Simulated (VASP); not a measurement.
# TaN (P1) in VASP: a series of runs

Runs on TaN. Level: LDA. Tasks: electric field gradients.

Everything below comes from runs of VASP 6.6.1. Logs are shortened: lines on timing, memory, paths and dates and some standing lists are left out, and cuts for length are marked.

## 1. The cell of the first run

The typed cell holds 2 atoms: a = 2.938 Å, b = 2.925 Å, c = 2.883 Å, α = 89.79°, β = 89.43°, γ = 119.57°.

## 2. Electric field gradients, LDA (equal xy, yz and zx shear strains of +1 %)

INCAR reads:

```
SYSTEM = TaN
PREC     = Accurate       ! precision mode
ENCUT    = 520            ! plane-wave cutoff, eV
EDIFF    = 1E-8           ! SCF threshold, eV
ISMEAR   = -1             ! smearing method
SIGMA    = 0.02           ! smearing width, eV
LREAL    = .FALSE.        ! projectors in reciprocal space
LASPH    = .TRUE.         ! aspherical terms in the spheres
NELM     = 80             ! most SCF steps
ALGO     = Normal         ! electronic algorithm
ISIF     = 2              ! what is computed and relaxed
LWAVE    = .FALSE.        ! write WAVECAR
LCHARG   = .FALSE.        ! write CHGCAR
LEFG     = .TRUE.       
NBANDS   = 15             ! bands
```

KPOINTS reads:

```
regular mesh
0
G
  12 12 10
  0 0 0
```

POSCAR reads:

```
TaN
1.0
    2.9379988584      0.0146899943      0.0146899943
   -1.4562775210      2.5370366506      0.0053769111
    0.0144150000      0.0144150000      2.8830000000
Ta N
1 1
Direct
    0.3333333333      0.6666666667      0.5000000000
    0.0000000000      0.0000000000      0.0000000000
```

Potentials or basis: VASP PAW LDA potentials, release 64 (Ta_pv, N).

Run with:

```
$ cat potpaw_LDA.64/Ta_pv/POTCAR potpaw_LDA.64/N/POTCAR > POTCAR
$ mpirun -np 1 vasp_std > vasp.out
```

OUTCAR:

```text
SYSTEM = TaN
   PREC = Accurate
   ENCUT = 520
   EDIFF = 1E-8
   ISMEAR = -1
   LREAL = .FALSE.
   LASPH = .TRUE.
   NELM = 80
   ISIF = 2

 ion  position               nearest neighbor table
   1  0.333  0.667  0.500-   2 2.22   2 2.22   2 2.22   2 2.22   2 2.24   2 2.25
   2  0.000  0.000  0.000-   1 2.22   1 2.22   1 2.22   1 2.22   1 2.24   1 2.25

  LATTYP: Found a triclinic cell.
 ALAT       =     2.9380723075
 B/A-ratio  =     1.7245160447
 C/A-ratio  =     1.3945312755
 COS(alpha) =     0.0010167455
 COS(beta)  =     0.3577149094
 COS(gamma) =     0.8647750968

  Lattice vectors:

 A1 = (   2.9379988584,   0.0146899943,   0.0146899943)
 A2 = (   4.3942763794,  -2.5223466563,   0.0093130832)
 A3 = (   1.4673063374,   2.5373116449,  -2.8629330946)

Analysis of symmetry for initial positions (statically):
=====================================================================
 Subroutine PRICEL returns:
 Original cell was already a primitive cell.

 Routine SETGRP: Setting up the symmetry group for a
 triclinic supercell.

 Subroutine GETGRP returns: Found  1 space group operations
 (whereof  1 operations were pure point group operations)
 out of a pool of  2 trial point group operations.

The static configuration has the point symmetry C_1 .

Analysis of symmetry for dynamics (positions and initial velocities):
=====================================================================
 Subroutine PRICEL returns:
 Original cell was already a primitive cell.

 Routine SETGRP: Setting up the symmetry group for a
 triclinic supercell.

 Subroutine GETGRP returns: Found  1 space group operations
 (whereof  1 operations were pure point group operations)
 out of a pool of  2 trial point group operations.

The dynamic configuration has the point symmetry C_1 .

 Subroutine INISYM returns: Found  1 space group operations
 (whereof  1 operations are pure point group operations),
 and found     1 'primitive' translations

----------------------------------------------------------------------------------------

                                     Primitive cell

  volume of cell :      21.5499

  direct lattice vectors                    reciprocal lattice vectors
     2.937998858  0.014689994  0.014689994     0.339406947  0.194827721 -0.002671173
    -1.456277521  2.537036651  0.005376911    -0.001955435  0.393042355 -0.001955435
     0.014415000  0.014415000  2.883000000    -0.001725762 -0.001725762  0.346878166

  length of vectors
     2.938072307  2.925291113  2.883072074     0.391359236  0.393052083  0.346886752

  position of ions in fractional coordinates (direct lattice)
     0.333333333  0.666666667  0.500000000
     0.000000000  0.000000000  0.000000000

  ion indices of the primitive-cell ions
   primitive index   ion index
                 1           1
                 2           2

----------------------------------------------------------------------------------------

 KPOINTS: regular mesh

Automatic generation of k-mesh.
 Grid dimensions read from file:
 generate k-points for:   12   12   10

 Generating k-lattice:

  Cartesian coordinates                     Fractional coordinates (reciprocal lattice)
     0.028283912  0.016235643 -0.000222598     0.083333333  0.000000000 -0.000000000
    -0.000162953  0.032753530 -0.000162953     0.000000000  0.083333333 -0.000000000
    -0.000172576 -0.000172576  0.034687817     0.000000000  0.000000000  0.100000000

  Length of vectors
     0.032613270  0.032754340  0.034688675

  Shift w.r.t. Gamma in fractional coordinates (k-lattice)
     0.000000000  0.000000000  0.000000000

 Subroutine IBZKPT returns following result:
 ===========================================

 Found    724 irreducible k-points:

 Following reciprocal coordinates:
            Coordinates               Weight
  0.000000  0.000000  0.000000      1.000000
  0.083333 -0.000000  0.000000      2.000000
  0.166667 -0.000000  0.000000      2.000000
  0.250000 -0.000000  0.000000      2.000000
  0.333333 -0.000000  0.000000      2.000000
  0.416667  0.000000  0.000000      2.000000
[... 16 lines left out ...]
  0.250000  0.166667 -0.000000      2.000000
  0.333333  0.166667 -0.000000      2.000000
 [... further k-points ...]
   k-points           NKPTS =    724   k-points in BZ     NKDIM =    724   number of bands    NBANDS=     15
   number of dos      NEDOS =    301   number of ions     NIONS =      2
   total plane-waves  NPLWV =  13824
   dimension x,y,z NGX =    24 NGY =   24 NGZ =   24
   dimension x,y,z NGXF=    48 NGYF=   48 NGZF=   48
   ions per type =               1   1
   NGX,Y,Z   is equivalent  to a cutoff of  13.58, 13.64, 13.84 a.u.
   NGXF,Y,Z  is equivalent  to a cutoff of  27.16, 27.28, 27.68 a.u.
 SYSTEM =  TaN
   PREC   = accura    normal or accurate (medium, high low for compatibility)
   ISTART =      0    job   : 0-new  1-cont  2-samecut
   ICHARG =      2    charge: 1-file 2-atom 10-const
   ISPIN  =      1    spin polarized calculation?
   LNONCOLLINEAR =      F non collinear calculations
   LSORBIT =      F    spin-orbit coupling
   LASPH  =      T    aspherical Exc in radial PAW
   ENCUT  =  520.0 eV  38.22 Ry    6.18 a.u.   5.46  5.44  5.36*2*pi/ulx,y,z
   NELM   =     80;   NELMIN=  2; NELMDL= -5     # of ELM steps
   EDIFF  = 0.1E-07   stopping-criterion for ELM
   LREAL  =      F    real-space projection
   EDIFFG = 0.1E-06   stopping-criterion for IOM
   NSW    =      0    number of steps for IOM
   IBRION =     -1    ionic relax: 0-MD 1-quasi-New 2-CG
   NFREE  =      0    steps in history (QN), initial steepest desc. (CG)
   ISIF   =      2    stress and relaxation
   ISYM   =      2    0-nonsym 1-usesym 2-fastsym
   POTIM  = 0.5000    time-step for ionic-motion
   TEBEG  =    0.0;   TEEND  =   0.0 temperature during run
   PSTRESS=    0.0 pullay stress
   NELECT =      16.0000    total number of electrons
   NUPDOWN=      -1.0000    fix difference up-down
   EMIN   =  10.00;   EMAX   =-10.00  energy-range for DOS
   EFERMI =   0.00;   METHOD = LEGACY
   ISMEAR =    -1;   SIGMA  =   0.02  broadening in eV -4-tet -1-fermi 0-gaus
   EFERMI_NEDOS =   21; number of points for ismear=-14 and -15
   IALGO  =     38    algorithm
   IMIX   =      4    mixing-type and parameters
     AMIX     =   0.40;   BMIX     =  1.00
     AMIX_MAG =   1.60;   BMIX_MAG =  1.00
  volume/ion in A,a.u.               =      10.77        72.71
  Fermi-wavevector in a.u.,A,eV,Ry     =   1.482403  2.801335 29.899036  2.197517
  Thomas-Fermi vector in A             =   2.596193
   LORBIT       =      0    0 simple, 1 ext, 2 COOP (PROOUT), +10 PAW based schemes
   GGA     = CA    functional components
   LHFCALC =     F    Hartree Fock is set to
   AEXX    =    0.0000 exact exchange contribution
   IVDW    =     0    specifies the selected vdW correction
   LEPSILON=     F    determine dielectric tensor
   LRPA    =     F    only Hartree local field effects (RPA)
 non-spin polarized calculation
  energy-cutoff  :      520.00
  volume of cell :       21.55
 maximum number of plane-waves:       603
 NGX is ok and might be reduce to    24
   NGX = 11   NGY = 11   NGZ = 11

 number of electron      16.0000001 magnetization

 Free energy of the ion-electron system (eV)
  ---------------------------------------------------
  ext. energy  EPLUGINS =         0.00000000
  ---------------------------------------------------
  free energy    TOTEN  =       -24.69630860 eV

  energy without entropy =      -24.69617230  energy(sigma->0) =      -24.69624045

 E-fermi :   8.1693     XC(G=0): -13.5828

 val. band max:        8.1550659926   @ k =  -0.0833   0.0833   0.5000
 cond. band min:       8.1695252887   @ k =   0.0000  -0.0000   0.4000
 fundamental gap:      0.0144592961
 Fermi energy:         8.1692572662

 k-point     1 :       0.0000    0.0000    0.0000
  band No.  band energies     occupation
      1     -26.5240      2.00000
      2     -26.2675      2.00000
      3     -26.2451      2.00000
      4      -9.4288      2.00000
      5       3.4992      2.00000
      6       3.6231      2.00000
      7       3.9157      2.00000
      8       5.2348      2.00000
      9      10.4627      0.00000
     10      11.5976      0.00000
     11      11.7160      0.00000
     12      12.0623      0.00000
     13      12.0957      0.00000
     14      20.4929      0.00000
     15      21.2983      0.00000
[... 397 lines left out ...]
 k-point    24 :       0.3333    0.1667   -0.0000
  band No.  band energies     occupation
      1     -27.1720      2.00000
      2     -26.6298      2.00000
      3     -26.3795      2.00000
      4      -7.0692      2.00000
      5       0.2677      2.00000
      6       3.0388      2.00000
      7       3.5118      2.00000
      8       6.4322      2.00000
      9       9.9539      0.00000
     10      10.2215      0.00000
     11      12.5194      0.00000
     12      14.6655      0.00000
     13      17.2398      0.00000
     14      20.4829      0.00000
     15      20.9866      0.00000

 [... further k-points ...]
[... 5 lines left out ...]
  --------------------------------------------------------------------------------------
  -------------------------------------------------------------------------------------
  Total       -1.2563751     -1.2303302     -1.4251014     -0.2896197     -0.3188559     -0.3190920
  in kB      -93.4079511    -91.4715888   -105.9522749    -21.5324099    -23.7060410    -23.7235917
  external PRESSURE =     -96.9439383 kB  Pullay stress =       0.0000000 kB

 VOLUME and BASIS-vectors are now :
 -----------------------------------------------------------------------------
  energy-cutoff  :      520.00
  volume of cell :       21.55
      direct lattice vectors                 reciprocal lattice vectors
     2.937998858  0.014689994  0.014689994     0.339406947  0.194827721 -0.002671173
    -1.456277521  2.537036651  0.005376911    -0.001955435  0.393042355 -0.001955435
     0.014415000  0.014415000  2.883000000    -0.001725762 -0.001725762  0.346878166

 POSITION                                       TOTAL-FORCE (eV/Angst)
 -----------------------------------------------------------------------------------
      0.01569      1.70346      1.44998         0.007807     -0.000294     -0.005095
      0.00000      0.00000      0.00000        -0.007807      0.000294      0.005095
 -----------------------------------------------------------------------------------
    total drift:                                0.000078     -0.000010      0.000019

  FREE ENERGIE OF THE ION-ELECTRON SYSTEM (eV)
  ---------------------------------------------------
  free  energy   TOTEN  =       -24.6963085989 eV

  energy  without entropy=      -24.6961723038  energy(sigma->0) =      -24.69624045

 Electric field gradients (V/A^2)
---------------------------------------------------------------------
 ion       V_xx      V_yy      V_zz      V_xy      V_xz      V_yz
---------------------------------------------------------------------
   1      -9.104    -9.052    18.156    12.867    22.959    22.969
   2       0.008    -0.006    -0.001     0.900     1.254     1.255
---------------------------------------------------------------------

 Electric field gradients after diagonalization (V/A^2)
 (convention: |V_zz| > |V_xx| > |V_yy|)
----------------------------------------------------------------------
 ion       V_xx      V_yy      V_zz     asymmetry (V_yy - V_xx)/ V_zz
----------------------------------------------------------------------
   1     -22.289   -21.945    44.233       0.008
   2      -1.381    -0.899     2.280       0.211
----------------------------------------------------------------------

           NMR quadrupolar parameters

 Cq : quadrupolar parameter    Cq=e*Q*V_zz/h
 eta: asymmetry parameters     (V_yy - V_xx)/ V_zz
 Q  : nuclear electric quadrupole moment in mb (millibarn)
----------------------------------------------------------------------
 ion       Cq(MHz)       eta       Q (mb)
----------------------------------------------------------------------
   1       0.107       0.008       1.000
   2       0.006       0.211       1.000
----------------------------------------------------------------------
```

Run time: 2.1 min. Hardware: 1 thread of Intel Xeon 6975P-C, shared host; peak memory 0.34 GiB.

What came out:

| Property | Result |
| --- | --- |
| Free energy | -24.6963 eV |
| Pressure | -9.7 GPa |
| Largest force | 0.009 eV/Å |
| Band gap on the k mesh | zero (band 8 reaches 8.41 eV, above the bottom of band 9 at 8.10 eV) |

Forces in eV/Å, atoms in the order of the input:
```
Ta   0.008  0.000 -0.005
N   -0.008  0.000  0.005
```

Electric field gradients, principal values (V/Å²):
| atom | least | middle | greatest (by size) |
| --- | --- | --- | --- |
| 1 Ta | -21.945 | -22.289 | 44.233 |
| 2 N | -0.899 | -1.381 | 2.280 |

Caveat: the cell differs from its parent crystal (equal xy, yz and zx shear strains of +1 %); without QUAD_EFG the Cq values of the log hold for a quadrupole moment of 1 mb, not for the nuclei; spin-orbit coupling is left out, which moves the levels of the heavy elements.

## 3. Electric field gradients, LDA (equal xy, yz and zx shear strains of -2 %)

INCAR reads:

```
SYSTEM = TaN
ALGO = Normal ; EDIFF = 1E-8
ENCUT = 520 ; ISIF = 2
ISMEAR = -1 ; LASPH = .True.
LCHARG = .False. ; LEFG = .True.
LREAL = .False. ; LWAVE = .False.
NBANDS = 15 ; NELM = 100
PREC = Accurate ; SIGMA = 0.02
```

KPOINTS reads:

```
k-points
0
Gamma
  12 12 10
  0 0 0
```

POSCAR reads:

```
TaN
1.0
    2.9379988584     -0.0293799886     -0.0293799886
   -1.4944432457      2.5590716420     -0.0107538222
   -0.0288300000     -0.0288300000      2.8830000000
Ta N
1 1
Direct
    0.3333333333      0.6666666667      0.5000000000
    0.0000000000      0.0000000000      0.0000000000
```

Potentials or basis: VASP PAW LDA potentials, release 64 (Ta_pv, N).

Run with:

```
$ cat potpaw_LDA.64/Ta_pv/POTCAR potpaw_LDA.64/N/POTCAR > POTCAR
$ mpirun -np 1 vasp_std > vasp.out
```

OUTCAR:

```text
SYSTEM = TaN
   EDIFF = 1E-8
   ENCUT = 520
   ISIF = 2
   ISMEAR = -1
   LASPH = .True.
   LREAL = .False.
   NELM = 100
   PREC = Accurate

 ion  position               nearest neighbor table
   1  0.333  0.667  0.500-   2 2.18   2 2.20   2 2.23   2 2.24   2 2.25   2 2.25
   2  0.000  0.000  0.000-   1 2.18   1 2.20   1 2.23   1 2.24   1 2.25   1 2.25

  LATTYP: Found a triclinic cell.
 ALAT       =     2.9634985960
 B/A-ratio  =     1.7173188991
 C/A-ratio  =     1.4028711762
 COS(alpha) =     0.0002632333
 COS(beta)  =     0.3574413894
 COS(gamma) =     0.8685228474

  Lattice vectors:

 A1 = (   1.4944432457,  -2.5590716420,   0.0107538222)
 A2 = (   0.0508876330,  -5.0887632954,   0.0508876330)
 A3 = (   2.9668288584,  -0.0005499886,  -2.9123799886)

Analysis of symmetry for initial positions (statically):
=====================================================================
 Subroutine PRICEL returns:
[... 626 lines left out ...]
      direct lattice vectors                 reciprocal lattice vectors
     2.937998858 -0.029379989 -0.029379989     0.342421869  0.199989860  0.005424117
    -1.494443246  2.559071642 -0.010753822     0.003970729  0.393102215  0.003970729
    -0.028830000 -0.028830000  2.883000000     0.003504353  0.003504353  0.346930996

 POSITION                                       TOTAL-FORCE (eV/Angst)
 -----------------------------------------------------------------------------------
     -0.03138      1.68184      1.42454        -0.046072     -0.002470     -0.022313
      0.00000      0.00000      0.00000         0.046072      0.002470      0.022313
 -----------------------------------------------------------------------------------
    total drift:                               -0.000210     -0.000052     -0.000008

  FREE ENERGIE OF THE ION-ELECTRON SYSTEM (eV)
  ---------------------------------------------------
  free  energy   TOTEN  =       -24.6819083297 eV

  energy  without entropy=      -24.6818116404  energy(sigma->0) =      -24.68185999

 Electric field gradients (V/A^2)
---------------------------------------------------------------------
 ion       V_xx      V_yy      V_zz      V_xy      V_xz      V_yz
---------------------------------------------------------------------
   1      -9.018    -8.764    17.781   -26.668   -45.946   -45.971
   2       0.014    -0.042     0.029    -1.788    -2.591    -2.589
---------------------------------------------------------------------

 Electric field gradients after diagonalization (V/A^2)
 (convention: |V_zz| > |V_xx| > |V_yy|)
----------------------------------------------------------------------
 ion       V_xx      V_yy      V_zz     asymmetry (V_yy - V_xx)/ V_zz
----------------------------------------------------------------------
   1      61.366    17.777   -79.143       0.551
   2       2.890     1.773    -4.662       0.239
----------------------------------------------------------------------

           NMR quadrupolar parameters

 Cq : quadrupolar parameter    Cq=e*Q*V_zz/h
 eta: asymmetry parameters     (V_yy - V_xx)/ V_zz
 Q  : nuclear electric quadrupole moment in mb (millibarn)
----------------------------------------------------------------------
 ion       Cq(MHz)       eta       Q (mb)
----------------------------------------------------------------------
   1      -0.191       0.551       1.000
   2      -0.011       0.239       1.000
----------------------------------------------------------------------
```

stdout:

```text
POSCAR found type information on POSCAR TaN
 POSCAR found :  2 types and       2 ions
 scaLAPACK will be used
 LDA part: xc-table for (Slater(with rela. corr.)+CA(PZ))
 , standard interpolation
 POSCAR, INCAR and KPOINTS ok, starting setup
 FFT: planning ... GRIDC
 FFT: planning ... GRID_SOFT
 FFT: planning ... GRID
 WAVECAR not read
 entering main loop
ion   1
     0.0000657     0.4220780     0.6639718    -0.3993784     0.6637967    -0.0051901
     0.0000905     0.4220780     0.6639718    -0.3993784     0.6637967    -0.0051901
     0.0001247     0.4220780     0.6639718    -0.3993784     0.6637967    -0.0051901
     0.0001717     0.4220781     0.6639718    -0.3993785     0.6637967    -0.0051901

     0.0000657    24.7206510    42.4984755   -13.8503346    42.4755943     0.1100997
     0.0000905    24.7138844    42.4830629   -13.8777739    42.4601895     0.1099402
     0.0001247    24.7036639    42.4595514   -13.9211443    42.4366898     0.1096924
     0.0001717    24.6882994    42.4238405   -13.9893817    42.4009972     0.1093087

ion   2
     0.0000281     0.7493145     1.2025123     0.7707074     1.2035534    -0.0090415
     0.0000381     0.7493145     1.2025123     0.7707074     1.2035534    -0.0090415
     0.0000517     0.7493145     1.2025123     0.7707074     1.2035533    -0.0090415
     0.0000701     0.7493145     1.2025123     0.7707074     1.2035533    -0.0090415

     0.0000281     1.7730458     2.6836470     0.9540952     2.6862536    -0.0223700
     0.0000381     1.7730456     2.6836468     0.9540951     2.6862533    -0.0223700
     0.0000517     1.7730453     2.6836463     0.9540951     2.6862529    -0.0223700
     0.0000701     1.7730448     2.6836456     0.9540950     2.6862522    -0.0223700
```

Run time: 77 s. Hardware: 1 thread of Intel Xeon 6975P-C (Granite Rapids), shared host; peak memory 0.33 GiB.

What came out:

* Free energy: -24.6819 eV
* Pressure: -9.4 GPa
* Largest force: 0.051 eV/Å
* Band gap on the k mesh: zero (band 8 reaches 8.34 eV, above the bottom of band 9 at 8.09 eV)

Forces in eV/Å, atoms in the order of the input:
```
Ta  -0.046 -0.002 -0.022
N    0.046  0.002  0.022
```

Electric field gradients, principal values (V/Å²):
| atom | least | middle | greatest (by size) |
| --- | --- | --- | --- |
| 1 Ta | 17.777 | 61.366 | -79.143 |
| 2 N | 1.773 | 2.890 | -4.662 |

Caveat: the cell differs from its parent crystal (equal xy, yz and zx shear strains of -2 %); without QUAD_EFG the Cq values of the log hold for a quadrupole moment of 1 mb, not for the nuclei; spin-orbit coupling is left out, which moves the levels of the heavy elements.
